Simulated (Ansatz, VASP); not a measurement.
# One calculation of InSb, two programs

```xyz
2
Lattice="0.0000 3.2391 3.3525 3.2391 0.0000 3.3525 3.2391 3.2391 0.0000" Properties=species:S:1:pos:R:3 pbc="T T T"
In    0.0000    0.0000    0.0000
Sb    4.8586    4.8586    5.0287
```

Change from the starting cell: strain +0.0350 x Voigt [0, 0, 1, 0, 0, 0], atoms carried along.

Alike in both runs: task single point; functional PBE; k mesh 12 × 12 × 12; occupations gaussian, width 0.15 eV; no spin polarisation.

```csv
,VASP,Ansatz
version,VASP 6.6.1,Ansatz 0.2.0
potentials or method,"VASP PAW PBE potentials, release 64 (In_d, Sb), cutoff 520 eV","scalar-relativistic, plane waves, PAW"
valence electrons in the cell,18,28
```

|  | VASP | Ansatz | Ansatz less VASP |
| --- | --- | --- | --- |
| gap on the k mesh at the Fermi level (eV) | none | none | - |
| pressure (GPa) | 1.5 | 1.5 | +0.03 |
| traceless stress, the component that is largest in VASP (GPa) | -0.64 | -0.64 | +0.001 |

A gap of «none» marks a metal or a gap that the smearing closes. VASP's potentials hold 18 valence electrons a cell and Ansatz's 28, so a difference there can come from the potentials and not from the codes.

Neither program's run includes spin-orbit coupling.
